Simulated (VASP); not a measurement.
Lu, 2 atoms in the cell. The structure is hexagonal, space group P6_3/mmc (No. 194). The conventional cell has a = 3.507 Å, b = 3.507 Å, c = 5.461 Å, α = 90.00°, β = 90.00°, γ = 120.00°. Within 4.5 Å of Lu (site symmetry -6m2) lie 12 Lu at 3.40 to 3.51 Å. 

```yaml
Program: VASP 6.6.1
Task: single point
Functional: PBE
Potentials_or_basis: VASP PAW PBE potentials, release 64 (Lu)
Cutoff: 520 eV
k_mesh: 15 × 15 × 8
Occupations: gaussian, width 0.1 eV
Spin: no spin polarisation
Dipole_correction: no
Further_INCAR_settings: ALGO = Fast; EDIFF = 1e-06; NBANDS = 32
```

Potentials or basis: VASP PAW PBE potentials, release 64 (Lu).

Command:

```bash
$ cat potpaw_PBE.64/Lu/POTCAR > POTCAR
$ mpirun -np 1 vasp_std > vasp.out
```

Hardware: 1 thread of Intel(R) Xeon(R) 6975P-C (Granite Rapids), on a shared host.

Q: Estimate the wall time of this run.

A: Run time: 4.1 min on 1 thread of Intel(R) Xeon(R) 6975P-C (Granite Rapids), on a shared host, peak memory 0.35 GiB. Counts: scf iterations 26, k points 135.
